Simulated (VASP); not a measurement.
Set up this calculation in VASP 6.6.1, as the native input.

| Property | Result |
| --- | --- |
| Task | single point |
| Functional | PBE |
| Potentials or basis | VASP PAW PBE potentials, release 64 (Ni) |
| Cutoff | 520 eV |
| k mesh | 24 × 24 × 24 |
| Occupations | gaussian, width 0.15 eV |
| Spin | no spin polarisation |
| Dipole correction | no |
| Further INCAR settings | ALGO = Normal; EDIFF = 1e-06; NBANDS = 11 |

The structure of Ni lies in POSCAR:

```
Ni
1.0
    0.0000000000      1.7936504678      1.7936504678
    1.7936504678      0.0000000000      1.7936504678
    1.7936504678      1.7936504678      0.0000000000
Ni
1
Direct
    0.0000000000      0.0000000000      0.0000000000
```

One way to write it, as run:

INCAR

```
ALGO = Normal
EDIFF = 1E-6
ENCUT = 520
GGA = PE
ISIF = 2
ISMEAR = 0
LASPH = True
LCHARG = True
LELF = True
LREAL = False
LVHAR = True
LWAVE = False
NBANDS = 11
NELM = 100
PREC = Accurate
SIGMA = 0.15
```

KPOINTS

```
k-points
0
Gamma
  24 24 24
```

Potentials or basis: VASP PAW PBE potentials, release 64 (Ni).

Launch:

```console
$ cat potpaw_PBE.64/Ni/POTCAR > POTCAR
$ mpirun -np 1 vasp_std > vasp.out
```

Results of the run:

* Pressure: -10.7 GPa
* Band gap on the k mesh: zero (band 5 reaches 8.52 eV, above the bottom of band 6 at 7.64 eV)

Caveat: the run has no spin polarisation, though such a crystal can be magnetic.

Run time: 33 s on 1 thread of AMD EPYC 9R45 96-Core Processor (Zen 5) (shared host), peak memory 0.14 GiB.
